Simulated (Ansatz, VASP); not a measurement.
# Ta2W3 in VASP and in Ansatz

The input INCAR:

```
PREC = Accurate ; ENCUT = 520
EDIFF = 1E-6 ; ISMEAR = 0
SIGMA = 0.1 ; LREAL = False
LASPH = True ; NELM = 60
ALGO = Fast ; ISIF = 2
LWAVE = False ; LCHARG = False
GGA = PE ; NBANDS = 40
```

File KPOINTS:

```
Automatic mesh
0
Gamma
  6 6 4
```

The input POSCAR:

```
Ta2W3
1.0
    4.0623158900      0.0000000000      0.0000000000
   -2.0311579500      3.5180687600      0.0000000000
    0.0000000000      0.0000000000      7.3801272300
Ta W
2 3
Direct
    0.0000000000      0.0000000000      0.3485902700
    0.0000000000      0.0000000000      0.6514097300
    0.3333333300      0.6666666700      0.0000000000
    0.6666666700      0.3333333300      0.0000000000
    0.0000000000      0.0000000000      0.0000000000
```

Input for Ansatz:

```yaml
crystal:
  lattice:
    - [4.06231589, 0.0, 0.0]
    - [-2.03115795, 3.51806876, 0.0]
    - [0.0, 0.0, 7.38012723]
  atoms:
    - { symbol: Ta, position: [0.0, 0.0, 0.34859027] }
    - { symbol: Ta, position: [0.0, 0.0, 0.65140973] }
    - { symbol: W, position: [0.33333333, 0.66666667, 0.0] }
    - { symbol: W, position: [0.66666667, 0.33333333, 0.0] }
    - { symbol: W, position: [0.0, 0.0, 0.0] }
basis:
  ecutwfc: 420
kpoints:
  mp_grid: { grid: [6, 6, 4] }
hamiltonian:
  xc: pbe
scf:
  occupations: { method: gaussian, width: 0.1 }
  lower_state_search: "off"
output:
  forces: true
  stress: true
  eigenvalues: true
```

Alike in both runs: task single point; functional PBE; k mesh 6 × 6 × 4; occupations gaussian, width 0.1 eV; no spin polarisation.

|  | VASP | Ansatz |
| --- | --- | --- |
| version | VASP 6.6.1 | Ansatz 0.2.0 |
| potentials or method | VASP PAW PBE potentials, release 64 (Ta_pv, W_sv), cutoff 520 eV | scalar-relativistic, plane waves, PAW |
| valence electrons in the cell | 64 | 68 |

VASP gave:

```
gap on the k mesh at the Fermi level (eV) : none
rms of the force components (eV/Å)        : 1.051
```

Task: What did Ansatz give for the same quantities?

Result: gap on the k mesh at the Fermi level (eV): none; rms of the force components (eV/Å): 1.009.

Atom by atom the forces differ by 0.043 eV/Å (rms over components). A gap of «none» marks a metal or a gap that the smearing closes. The functional is the same, so the differences come from potentials, cutoffs and numerics. VASP's potentials hold 64 valence electrons a cell and Ansatz's 68, so a difference there can come from the potentials and not from the codes.

Spin-orbit coupling is off throughout.
